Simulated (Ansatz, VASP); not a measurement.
# H24C7SO7 in VASP and in Ansatz

```
CELL_PARAMETERS angstrom
8.57489 0.00000 0.00000
0.00000 8.57489 0.00000
0.00000 0.00000 8.57489
ATOMIC_POSITIONS crystal
O 0.28507 0.04037 0.22293
O 0.96057 0.61410 0.93966
O 0.83527 0.45822 0.52976
O 0.27931 0.59436 0.94585
O 0.46111 0.47061 0.17331
O 0.74608 0.60497 0.16535
O 0.09243 0.31447 0.08947
C 0.33072 0.98624 0.33944
C 0.95079 0.74975 0.84447
C 0.99935 0.43462 0.51062
C 0.36298 0.73494 0.91677
C 0.42629 0.43979 0.33270
C 0.76810 0.75288 0.23817
C 0.99340 0.21809 0.99606
S 0.39229 0.91355 0.49521
H 0.82706 0.77434 0.82317
H 0.07223 0.59051 0.95568
H 0.00429 0.85251 0.90104
H 0.00756 0.73143 0.73047
H 0.05950 0.50694 0.59869
H 0.78495 0.42751 0.43295
H 0.03294 0.31115 0.53148
H 0.03888 0.46928 0.39288
H 0.33270 0.77513 0.79901
H 0.33225 0.54223 0.03374
H 0.33213 0.82837 0.00017
H 0.49016 0.71565 0.92220
H 0.30908 0.38842 0.33820
H 0.56717 0.51882 0.16591
H 0.50954 0.35596 0.38377
H 0.42672 0.54650 0.40450
H 0.66606 0.77722 0.31164
H 0.82775 0.59516 0.08194
H 0.87259 0.75301 0.31310
H 0.77906 0.84725 0.15125
H 0.88611 0.28435 0.97443
H 0.19152 0.26105 0.09958
H 0.04639 0.19010 0.88195
H 0.96346 0.10758 0.05608
```

Alike in both runs: functional PBE; dispersion D3(BJ); k mesh 1 × 1 × 1; occupations fermi-dirac, width 0.05 eV; no spin polarisation.

Ansatz relaxed the structure, and its values are those at the end. VASP's run is a single point on that final structure, the one shown.

|  | VASP | Ansatz |
| --- | --- | --- |
| version | VASP 6.6.1 | Ansatz 0.2.0 |
| potentials or method | VASP PAW PBE potentials, release 64 (O, C, S, H), cutoff 520 eV | scalar-relativistic, plane waves, PAW |
| valence electrons in the cell | 100 | 100 |

```tsv
	VASP	Ansatz	Ansatz less VASP
gap on the k mesh at the Fermi level (eV)	3.65	3.67	+0.014
rms of the force components (eV/Å)	0.143	0.069	-0.0745
```

One of these differences is far larger than is usual between the two programs; its cause wasn't traced. Ansatz's warnings: xc potential rough in thin density.

Noted on VASP's run: the standard files for N, O and F lose accuracy on very short bonds.
